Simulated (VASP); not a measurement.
Input of a VASP 6.6.1 run:

The input INCAR:

```
SYSTEM = BeTe
PREC = Accurate ; ENCUT = 600
EDIFF = 1E-7 ; ISMEAR = 0
SIGMA = 0.01 ; LREAL = .FALSE.
LASPH = .TRUE. ; NELM = 80
ALGO = Normal ; ISIF = 3
LWAVE = .FALSE. ; LCHARG = .FALSE.
IBRION = 2 ; NSW = 80
EDIFFG = -0.001
```

File KPOINTS:

```
regular mesh
0
G
  8 8 8
  0 0 0
```

The input POSCAR:

```
BeTe
1.0
    0.0000000000      2.7773063427      2.7773063427
    2.7773063427      0.0000000000      2.7773063427
    2.7773063427      2.7773063427      0.0000000000
Be Te
1 1
Direct
    0.0000000000      0.0000000000      0.0000000000
    0.7500000000      0.7500000000      0.7500000000
```

Potentials or basis: VASP PAW LDA potentials, release 64 (Be, Te).

Run with:

```console
$ cat potpaw_LDA.64/Be/POTCAR potpaw_LDA.64/Te/POTCAR > POTCAR
$ mpirun -np 1 vasp_std > vasp.out
```

Question: Estimate the relaxed volume.

Answer: 21.51 Å³/atom.

Question: Estimate the band gap on the k mesh.

Answer: 1.78 eV, indirect (least direct gap 3.55 eV).

Question: Predict the relaxed cell.

Answer: a = 3.933 Å, b = 3.933 Å, c = 3.933 Å, α = 60.00°, β = 60.00°, γ = 60.00°.

Question: Predict the space group after relaxing (to 0.05 Å).

Answer: F-43m (No. 216).

Final structure:
```xyz
2
Lattice="0.0000 2.7812 2.7812 2.7812 0.0000 2.7812 2.7812 2.7812 0.0000" Properties=species:S:1:pos:R:3 pbc="T T T"
Be    0.0000    0.0000    0.0000
Te    4.1718    4.1718    4.1718
```

Caveat: spin-orbit coupling is left out, which moves the levels of the heavy elements. LDA gaps usually lie below the measured ones, often by a third to a half.
